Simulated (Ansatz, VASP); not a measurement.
Al in VASP and in Ansatz

```
CELL_PARAMETERS angstrom
1.50802 0.87066 7.28819
-1.50802 0.87066 7.28819
0.00000 -1.74132 7.28819
ATOMIC_POSITIONS crystal
Al 0.00000 0.00000 0.00000
Al 0.22222 0.22222 0.22222
Al 0.77778 0.77778 0.77778
```

Alike in both runs: task relaxation of cell and atoms; functional PBEsol; k mesh 6 × 6 × 6; occupations gaussian, width 0.1 eV; no spin polarisation.

```csv
,VASP,Ansatz
version,VASP 6.6.1,Ansatz 0.2.0
potentials or method,"VASP PAW PBE potentials, release 64 (Al), cutoff 500 eV","scalar-relativistic, plane waves, PAW"
valence electrons in the cell,9,9
```

|  | VASP | Ansatz | Ansatz less VASP |
| --- | --- | --- | --- |
| gap on the k mesh at the Fermi level, each at its own relaxed structure (eV) | none | none | - |
| relaxed volume (Å³/atom) | 16.46 | 16.41 | -0.053 |
| relaxed cell length with the largest relative difference (Å) | 7.098 | 7.084 | -0.0139 |

VASP's potentials were made for PBE, not for PBEsol. A gap of «none» marks a metal or a gap that the smearing closes.

The k mesh is coarse, so the values compare programs but aren't converged.
